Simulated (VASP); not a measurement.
# Se (P3_121) in VASP: a series of runs

Runs on Se. Level: PBE+D3(BJ). Tasks: single point.

Everything below comes from runs of VASP 6.6.1. Logs are shortened: lines on timing, memory, paths and dates and some standing lists are left out, and cuts for length are marked.

### Step 1. The cell of the first run

Symmetry: P3_121, No. 152, trigonal system. Conventional cell: a = 3.889 Å, b = 3.889 Å, c = 5.312 Å, α = 90.00°, β = 90.00°, γ = 120.00°. Within 3.2 Å of Se (site symmetry 2) lie 6 Se at 2.43 to 3.13 Å.

### Step 2. Single point, PBE+D3(BJ) (volume 23.191 Å^3 an atom, c/a of the conventional cell 1.3660)

Contents of INCAR:

```
  ALGO = Normal
  EDIFF = 1E-6
  ENCUT = 520
  GGA = PE
  ISIF = 2
  ISMEAR = 0
  IVDW = 12
  LASPH = True
  LCHARG = False
  LREAL = False
  LWAVE = False
  NBANDS = 16
  NELM = 60
  PREC = Accurate
  SIGMA = 0.05
```

Contents of KPOINTS:

```
k-points
0
Gamma
  12 12 8
```

Contents of POSCAR:

```
Se
1.0
    3.8888375347      0.0000000000      0.0000000000
   -1.9444187674      3.3678320963      0.0000000000
    0.0000000000      0.0000000000      5.3121520724
Se
3
Direct
    0.2473450684      0.0000000000      0.3333333333
    0.0000000000      0.2473450684      0.6666666667
    0.7526549316      0.7526549316      0.0000000000
```

Potentials or basis: VASP PAW PBE potentials, release 64 (Se).

Started as:

```sh
$ cat potpaw_PBE.64/Se/POTCAR > POTCAR
$ mpirun -np 1 vasp_std > vasp.out
```

OUTCAR:

```text
EDIFF = 1E-6
   ENCUT = 520
   GGA = PE
   ISIF = 2
   ISMEAR = 0
   IVDW = 12
   LASPH = True
   LREAL = False
   NELM = 60
   PREC = Accurate
 IVDW          = 12

 ion  position               nearest neighbor table
   1  0.247  0.000  0.333-   3 2.43   2 2.43
   2  0.000  0.247  0.667-   3 2.43   1 2.43
   3  0.753  0.753  0.000-   1 2.43   2 2.43

  LATTYP: Found a hexagonal cell.
 ALAT       =     3.8888375347
 C/A-ratio  =     1.3660000000

  Lattice vectors:

 A1 = (   3.8888375347,   0.0000000000,   0.0000000000)
 A2 = (  -1.9444187674,   3.3678320963,   0.0000000000)
 A3 = (   0.0000000000,   0.0000000000,   5.3121520724)

Analysis of symmetry for initial positions (statically):
=====================================================================
 Subroutine PRICEL returns:
 Original cell was already a primitive cell.

 Routine SETGRP: Setting up the symmetry group for a
 hexagonal supercell.

 Subroutine GETGRP returns: Found  6 space group operations
 (whereof  2 operations were pure point group operations)
 out of a pool of 24 trial point group operations.

The static configuration has the point symmetry C_2 .
 The point group associated with its full space group is D_3 .

Analysis of symmetry for dynamics (positions and initial velocities):
=====================================================================
 Subroutine PRICEL returns:
 Original cell was already a primitive cell.

 Routine SETGRP: Setting up the symmetry group for a
 hexagonal supercell.

 Subroutine GETGRP returns: Found  6 space group operations
 (whereof  2 operations were pure point group operations)
 out of a pool of 24 trial point group operations.

The dynamic configuration has the point symmetry C_2 .
 The point group associated with its full space group is D_3 .

 Subroutine INISYM returns: Found  6 space group operations
 (whereof  2 operations are pure point group operations),
 and found     1 'primitive' translations

----------------------------------------------------------------------------------------

                                     Primitive cell

  volume of cell :      69.5730

  direct lattice vectors                    reciprocal lattice vectors
     3.888837535  0.000000000  0.000000000     0.257146253  0.148463458  0.000000000
    -1.944418767  3.367832096  0.000000000     0.000000000  0.296926917  0.000000000
     0.000000000  0.000000000  5.312152072     0.000000000  0.000000000  0.188247623

  length of vectors
     3.888837535  3.888837535  5.312152072     0.296926917  0.296926917  0.188247623

  position of ions in fractional coordinates (direct lattice)
     0.247345068  0.000000000  0.333333333
     0.000000000  0.247345068  0.666666667
     0.752654932  0.752654932  0.000000000

  ion indices of the primitive-cell ions
   primitive index   ion index
                 1           1
                 2           2
                 3           3

----------------------------------------------------------------------------------------

 KPOINTS: k-points

Automatic generation of k-mesh.
 Grid dimensions read from file:
 generate k-points for:   12   12    8

 Generating k-lattice:

  Cartesian coordinates                     Fractional coordinates (reciprocal lattice)
     0.021428854  0.012371955  0.000000000     0.083333333 -0.000000000  0.000000000
     0.000000000  0.024743910  0.000000000     0.000000000  0.083333333  0.000000000
     0.000000000  0.000000000  0.023530953     0.000000000  0.000000000  0.125000000

  Length of vectors
     0.024743910  0.024743910  0.023530953

  Shift w.r.t. Gamma in fractional coordinates (k-lattice)
     0.000000000  0.000000000  0.000000000

 Subroutine IBZKPT returns following result:
 ===========================================

 Found    131 irreducible k-points:

 Following reciprocal coordinates:
            Coordinates               Weight
  0.000000  0.000000  0.000000      1.000000
  0.083333 -0.000000  0.000000      6.000000
  0.166667  0.000000  0.000000      6.000000
  0.250000  0.000000  0.000000      6.000000
  0.333333 -0.000000  0.000000      6.000000
  0.416667  0.000000  0.000000      6.000000
[... 16 lines left out ...]
  0.166667  0.000000  0.125000      6.000000
  0.000000  0.166667  0.125000      6.000000
 [... further k-points ...]
   k-points           NKPTS =    131   k-points in BZ     NKDIM =    131   number of bands    NBANDS=     16
   number of dos      NEDOS =    301   number of ions     NIONS =      3
   total plane-waves  NPLWV =  36000
   dimension x,y,z NGX =    30 NGY =   30 NGZ =   40
   dimension x,y,z NGXF=    60 NGYF=   60 NGZF=   80
   ions per type =               3
   NGX,Y,Z   is equivalent  to a cutoff of  12.82, 12.82, 12.52 a.u.
   NGXF,Y,Z  is equivalent  to a cutoff of  25.65, 25.65, 25.04 a.u.
 SYSTEM =  unknown system
   PREC   = accura    normal or accurate (medium, high low for compatibility)
   ISTART =      0    job   : 0-new  1-cont  2-samecut
   ICHARG =      2    charge: 1-file 2-atom 10-const
   ISPIN  =      1    spin polarized calculation?
   LNONCOLLINEAR =      F non collinear calculations
   LSORBIT =      F    spin-orbit coupling
   LASPH  =      T    aspherical Exc in radial PAW
   ENCUT  =  520.0 eV  38.22 Ry    6.18 a.u.   7.23  7.23  9.88*2*pi/ulx,y,z
   NELM   =     60;   NELMIN=  2; NELMDL= -5     # of ELM steps
   EDIFF  = 0.1E-05   stopping-criterion for ELM
   LREAL  =      F    real-space projection
   EDIFFG = 0.1E-04   stopping-criterion for IOM
   NSW    =      0    number of steps for IOM
   IBRION =     -1    ionic relax: 0-MD 1-quasi-New 2-CG
   NFREE  =      0    steps in history (QN), initial steepest desc. (CG)
   ISIF   =      2    stress and relaxation
   ISYM   =      2    0-nonsym 1-usesym 2-fastsym
   POTIM  = 0.5000    time-step for ionic-motion
   TEBEG  =    0.0;   TEEND  =   0.0 temperature during run
   PSTRESS=    0.0 pullay stress
   NELECT =      18.0000    total number of electrons
   NUPDOWN=      -1.0000    fix difference up-down
   EMIN   =  10.00;   EMAX   =-10.00  energy-range for DOS
   EFERMI =   0.00;   METHOD = LEGACY
   ISMEAR =     0;   SIGMA  =   0.05  broadening in eV -4-tet -1-fermi 0-gaus
   EFERMI_NEDOS =   21; number of points for ismear=-14 and -15
   IALGO  =     38    algorithm
   IMIX   =      4    mixing-type and parameters
     AMIX     =   0.40;   BMIX     =  1.00
     AMIX_MAG =   1.60;   BMIX_MAG =  1.00
  volume/ion in A,a.u.               =      23.19       156.50
  Fermi-wavevector in a.u.,A,eV,Ry     =   1.043163  1.971292 14.805705  1.088189
  Thomas-Fermi vector in A             =   2.177860
   LORBIT       =      0    0 simple, 1 ext, 2 COOP (PROOUT), +10 PAW based schemes
   GGA     = PE    functional components
   LHFCALC =     F    Hartree Fock is set to
   AEXX    =    0.0000 exact exchange contribution
   IVDW    =    12    specifies the selected vdW correction
   LEPSILON=     F    determine dielectric tensor
   LRPA    =     F    only Hartree local field effects (RPA)
 non-spin polarized calculation
 Gauss-broadening in eV      SIGMA  =   0.05
  energy-cutoff  :      520.00
  volume of cell :       69.57
 maximum number of plane-waves:      1896
 NGX is ok and might be reduce to    30
   NGX = 15   NGY = 15   NGZ = 19

 number of electron      17.9999997 magnetization

 Free energy of the ion-electron system (eV)
  ---------------------------------------------------
  ext. energy  EPLUGINS =         0.00000000
  ---------------------------------------------------
  free energy    TOTEN  =       -10.31066522 eV

  energy without entropy =      -10.31053956  energy(sigma->0) =      -10.31060239

 E-fermi :   4.2541     XC(G=0):  -9.7128

 val. band max:        4.2474750087   @ k =   0.3333   0.3333   0.5000
 cond. band min:       4.8190495172   @ k =   0.3333   0.2500   0.5000
 fundamental gap:      0.5715745086
 Fermi energy:         4.2540675155

 k-point     1 :       0.0000    0.0000    0.0000
  band No.  band energies     occupation
      1     -11.9997      2.00000
      2      -7.9467      2.00000
      3      -7.9467      2.00000
      4       0.8579      2.00000
      5       0.9752      2.00000
      6       0.9752      2.00000
[... 8 lines left out ...]
     15      11.4474      0.00000
     16      12.6869      0.00000

 k-point     2 :       0.0833   -0.0000    0.0000
  band No.  band energies     occupation
      1     -11.9453      2.00000
      2      -7.9538      2.00000
      3      -7.9246      2.00000
      4       0.2872      2.00000
      5       0.7070      2.00000
      6       1.0503      2.00000
[... 8 lines left out ...]
     15      11.7562      0.00000
     16      12.5285      0.00000

 k-point     3 :       0.1667    0.0000    0.0000
  band No.  band energies     occupation
      1     -11.7872      2.00000
      2      -7.9893      2.00000
      3      -7.8623      2.00000
      4      -0.5010      2.00000
      5       0.2283      2.00000
      6       0.8658      2.00000
[... 8 lines left out ...]
     15      12.2702      0.00000
     16      12.5714      0.00000

 k-point     4 :       0.2500    0.0000    0.0000
  band No.  band energies     occupation
      1     -11.5433      2.00000
      2      -8.0848      2.00000
      3      -7.7724      2.00000
      4      -1.1347      2.00000
      5      -0.2458      2.00000
      6       0.5955      2.00000
[... 8 lines left out ...]
     15      12.8069      0.00000
     16      13.1085      0.00000
[... 324 lines left out ...]
 k-point    22 :       0.0000    0.0833    0.1250
  band No.  band energies     occupation
      1     -11.8769      2.00000
      2      -8.7990      2.00000
      3      -7.0520      2.00000
      4       0.2340      2.00000
      5       0.4838      2.00000
      6       1.2337      2.00000
[... 8 lines left out ...]
     15      11.9052      0.00000
     16      12.2082      0.00000

 k-point    23 :       0.1667    0.0000    0.1250
  band No.  band energies     occupation
      1     -11.7211      2.00000
      2      -8.7233      2.00000
      3      -7.1331      2.00000
      4      -0.5106      2.00000
      5       0.4387      2.00000
      6       0.8839      2.00000
[... 8 lines left out ...]
     15      11.9639      0.00000
     16      12.3578      0.00000

 k-point    24 :       0.0000    0.1667    0.1250
  band No.  band energies     occupation
      1     -11.7193      2.00000
      2      -8.7504      2.00000
      3      -7.0848      2.00000
      4      -0.3968      2.00000
      5      -0.1652      2.00000
      6       0.9963      2.00000
[... 8 lines left out ...]
     15      12.1836      0.00000
     16      12.9144      0.00000

 [... further k-points ...]

------------------------ aborting loop because EDIFF is reached ----------------------------------------

 Edisp (eV)   -1.13328

 E8    (eV) :    -0.4686

  FORCE on cell =-STRESS in cart. coord.  units (eV):
  Direction    XX          YY          ZZ          XY          YZ          ZX
  --------------------------------------------------------------------------------------
  -------------------------------------------------------------------------------------
  Total       1.18564     1.18564     0.28290    -0.00000     0.00000    -0.00000
  in kB      27.30382    27.30382     6.51475    -0.00000     0.00000    -0.00000
  external pressure =       20.37 kB  Pullay stress =        0.00 kB

 VOLUME and BASIS-vectors are now :
 -----------------------------------------------------------------------------
  energy-cutoff  :      520.00
  volume of cell :       69.57
      direct lattice vectors                 reciprocal lattice vectors
     3.888837535  0.000000000  0.000000000     0.257146253  0.148463458  0.000000000
    -1.944418767  3.367832096  0.000000000     0.000000000  0.296926917  0.000000000
     0.000000000  0.000000000  5.312152072     0.000000000  0.000000000  0.188247623

 POSITION                                       TOTAL-FORCE (eV/Angst)
 -----------------------------------------------------------------------------------
      0.96188      0.00000      1.77072         0.312093     -0.000000     -0.000000
     -0.48094      0.83302      3.54143        -0.156046      0.270280      0.000000
      1.46348      2.53482      0.00000        -0.156046     -0.270280      0.000000
 -----------------------------------------------------------------------------------
    total drift:                                0.000001      0.000001     -0.000000

  FREE ENERGIE OF THE ION-ELECTRON SYSTEM (eV)
  ---------------------------------------------------
  free  energy   TOTEN  =       -11.4439475388 eV

  energy  without entropy=      -11.4438218789  energy(sigma->0) =      -11.44388471
```

Wall time 46 s (1 thread of Intel Xeon 6975P-C (Granite Rapids), shared host); peak memory 0.26 GiB.

What came out:

* Free energy: -11.4439 eV
* Pressure: 2.0 GPa
* Largest force: 0.312 eV/Å
* Band gap on the k mesh: zero (filled and empty bands touch)
* Dispersion energy per atom: -0.378 eV

Forces on the atoms (eV/Å):
```
Se   0.312  0.000  0.000
Se  -0.156  0.270  0.000
Se  -0.156 -0.270  0.000
```

Levels at points of the mesh, in eV from the Fermi level:
```csv
k point,band 5,band 6,band 7,band 8,band 9,band 10,band 11,band 12,band 13,band 14
"(0.00, 0.00, 0.00)",-3.28,-3.28,-1.72,-1.72,-0.41,1.37,1.37,2.47,6.24,6.24
"(0.50, 0.00, 0.00)",-5.19,-3.98,-3.78,-1.50,-0.98,1.36,1.72,4.28,4.29,9.07
"(0.00, 0.00, 0.50)",-2.87,-2.87,-1.44,-1.09,-1.09,0.86,1.26,1.26,5.30,7.31
"(0.50, 0.00, 0.50)",-4.45,-4.26,-2.49,-2.15,-0.37,0.86,2.26,3.16,5.76,7.00
```

Caveat: pairwise dispersion overbinds metals, which lowers pressure and volume.

### Step 3. Single point, PBE+D3(BJ) (volume 23.845 Å^3 an atom, c/a of the conventional cell 1.4220)

Contents of INCAR:

```
PREC = Accurate ; ENCUT = 520
EDIFF = 1E-7 ; ISMEAR = 0
SIGMA = 0.05 ; LREAL = F
LASPH = T ; NELM = 80
ALGO = Normal ; ISIF = 2
LWAVE = F ; LCHARG = T
GGA = PE ; IVDW = 12
LELF = T ; LVHAR = T
NBANDS = 16
```

Contents of KPOINTS:

```
Automatic mesh
0
Gamma
  12 12 8
```

Contents of POSCAR:

```
Se
1.0
    3.8728390720      0.0000000000      0.0000000000
   -1.9364195360      3.3539770211      0.0000000000
    0.0000000000      0.0000000000      5.5071771604
Se
3
Direct
    0.2473450684      0.0000000000      0.3333333333
    0.0000000000      0.2473450684      0.6666666667
    0.7526549316      0.7526549316      0.0000000000
```

Potentials or basis: VASP PAW PBE potentials, release 64 (Se).

Started as:

```sh
$ cat potpaw_PBE.64/Se/POTCAR > POTCAR
$ mpirun -np 1 vasp_std > vasp.out
```

Run time: 56 s. Hardware: 1 thread of Intel Xeon 6975P-C (Granite Rapids), shared host; peak memory 0.26 GiB.

The run converged. Its results:

| Quantity | Value |
| --- | --- |
| Free energy | -11.4052 eV |
| Pressure | -0.9 GPa |
| Largest force | 0.072 eV/Å |
| Band gap on the k mesh | zero (filled and empty bands touch) |
| Dispersion energy per atom | -0.367 eV |

Forces on the atoms (eV/Å):
```
Se   0.072  0.000  0.000
Se  -0.036  0.063  0.000
Se  -0.036 -0.063  0.000
```

Stress tensor (GPa, compression positive):
```
 0.91  0.00  0.00
 0.00  0.91  0.00
 0.00  0.00 -4.61
```

Levels at points of the mesh, in eV from the Fermi level:
```
           k point  band 5  band 6  band 7  band 8  band 9  band 10  band 11  band 12  band 13  band 14
(0.00, 0.00, 0.00)   -3.04   -2.94   -1.39   -1.39   -0.19     1.33     1.33     2.68     6.36     6.36
(0.50, 0.00, 0.00)   -4.93   -3.85   -3.42   -1.30   -0.83     1.31     1.73     3.99     4.49     9.13
(0.00, 0.00, 0.50)   -2.48   -2.48   -1.20   -0.78   -0.78     0.93     1.45     1.45     5.46     7.65
(0.50, 0.00, 0.50)   -4.16   -3.99   -2.25   -1.98   -0.47     0.72     2.12     3.18     5.78     6.94
```

Caveat: pairwise dispersion overbinds metals, which lowers pressure and volume.

### Step 4. Single point, PBE+D3(BJ) (volume 24.498 Å^3 an atom, c/a of the conventional cell 1.4220)

Contents of INCAR:

```
  ALGO = Normal
  EDIFF = 1E-6
  ENCUT = 520
  GGA = PE
  ISIF = 2
  ISMEAR = 0
  IVDW = 12
  LASPH = True
  LCHARG = False
  LREAL = False
  LWAVE = False
  NBANDS = 16
  NELM = 100
  PREC = Accurate
  SIGMA = 0.05
```

Contents of KPOINTS:

```
k-points
0
Gamma
  12 12 8
```

Contents of POSCAR:

```
Se
1.0
    3.9078654043      0.0000000000      0.0000000000
   -1.9539327022      3.3843107147      0.0000000000
    0.0000000000      0.0000000000      5.5569846050
Se
3
Direct
    0.2473450684      0.0000000000      0.3333333333
    0.0000000000      0.2473450684      0.6666666667
    0.7526549316      0.7526549316      0.0000000000
```

Started as:

```sh
$ cat potpaw_PBE.64/Se/POTCAR > POTCAR
$ mpirun -np 1 vasp_std > vasp.out
```

Run time: 51 s. Hardware: 1 thread of Intel Xeon 6975P-C (Granite Rapids), shared host; peak memory 0.27 GiB.

Results (log left out):

* Free energy: -11.3837 eV
* Pressure: -2.6 GPa
* Largest force: 0.082 eV/Å
* Band gap on the k mesh: zero (filled and empty bands touch)
* Dispersion energy per atom: -0.357 eV

Forces in eV/Å, atoms in the order of the input:
```
Se  -0.082  0.000  0.000
Se   0.041 -0.071  0.000
Se   0.041  0.071  0.000
```

Stress tensor (GPa, compression positive):
```
-0.46  0.00  0.00
 0.00 -0.46  0.00
 0.00  0.00 -6.74
```

Levels at points of the mesh, in eV from the Fermi level:
```tsv
k point	band 5	band 6	band 7	band 8	band 9	band 10	band 11	band 12	band 13	band 14
(0.00, 0.00, 0.00)	-2.99	-2.83	-1.32	-1.32	-0.16	1.30	1.30	2.64	6.43	6.43
(0.50, 0.00, 0.00)	-4.76	-3.69	-3.29	-1.23	-0.79	1.30	1.71	3.86	4.61	9.07
(0.00, 0.00, 0.50)	-2.40	-2.40	-1.14	-0.73	-0.73	0.94	1.43	1.43	5.57	7.71
(0.50, 0.00, 0.50)	-4.03	-3.87	-2.14	-1.87	-0.44	0.74	2.09	3.13	5.84	6.98
```

Caveat: pairwise dispersion overbinds metals, which lowers pressure and volume.

(Continued in part 2 of 2.)
